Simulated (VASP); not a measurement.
Wanted: the native input for a VASP 6.6.1 run.

```yaml
Task: single point
Functional: PBEsol
Potentials_or_basis: VASP PAW PBE potentials, release 64 (Ni, Ti_sv)
Cutoff: 550 eV
k_mesh: 7 × 9 × 6
Occupations: fermi-dirac, width 0.05 eV
Spin: collinear spin, ferromagnetic start
Starting_moments: "[1.0, 1.0, 1.0, 1.0] μB"
Dipole_correction: no
Second_try: not_converged
Further_INCAR_settings: ALGO = All; EDIFF = 1e-06; NBANDS = 34
```

The structure of TiNi lies in POSCAR:

```
TiNi
1.0
    4.1661811730      0.0000000000      0.0000000000
    0.0000000000      2.9122224666      0.0000000000
    0.0000000000      0.0000000000      4.6767168929
Ni Ti
2 2
Direct
    0.7500000000      0.0000000000      0.8209744100
    0.2500000000      0.0000000000      0.1790255900
    0.7500000000      0.5000000000      0.2744080600
    0.2500000000      0.5000000000      0.7255919400
```

One way to write it, as run:

INCAR

```
SYSTEM = TiNi
  PREC = Accurate
  ENCUT = 550
  EDIFF = 1E-6
  ISMEAR = -1
  SIGMA = 0.05
  LREAL = .FALSE.
  LASPH = .TRUE.
  NELM = 300
  ALGO = All
  ISIF = 2
  LWAVE = .FALSE.
  LCHARG = .FALSE.
  ISPIN = 2
  MAGMOM = 1 1 1 1
  LORBIT = 11
  LMAXMIX = 4
  GGA = PS
  NBANDS = 34
  GGA_COMPAT = .FALSE.
  ISEARCH = 1
  KPAR = 4
```

KPOINTS

```
regular mesh
0
G
  7 9 6
  0 0 0
```

Potentials or basis: VASP PAW PBE potentials, release 64 (Ni, Ti_sv).

Command:

```sh
$ cat potpaw_PBE.64/Ni/POTCAR potpaw_PBE.64/Ti_sv/POTCAR > POTCAR
$ mpirun -np 4 vasp_std > vasp.out
```

Results of the run:

* Pressure: -11.2 GPa
* Largest force: 0.238 eV/Å
* Band gap on the k mesh: zero (filled and empty bands overlap)
* Net moment: 0.00 μB per cell
* Valence electrons inside the program's atomic spheres: Ni 9.33; Ti 10.20

Caveat: the cell stands under tension; the moments typed at the start vanished in this run; the PAW data sets were made with another functional, which shifts forces and pressure a little.

Wall time 5.8 min on 4 MPI ranks on AMD EPYC 7R13 Processor (Zen 3), on a shared host, peak memory 0.62 GiB a rank.
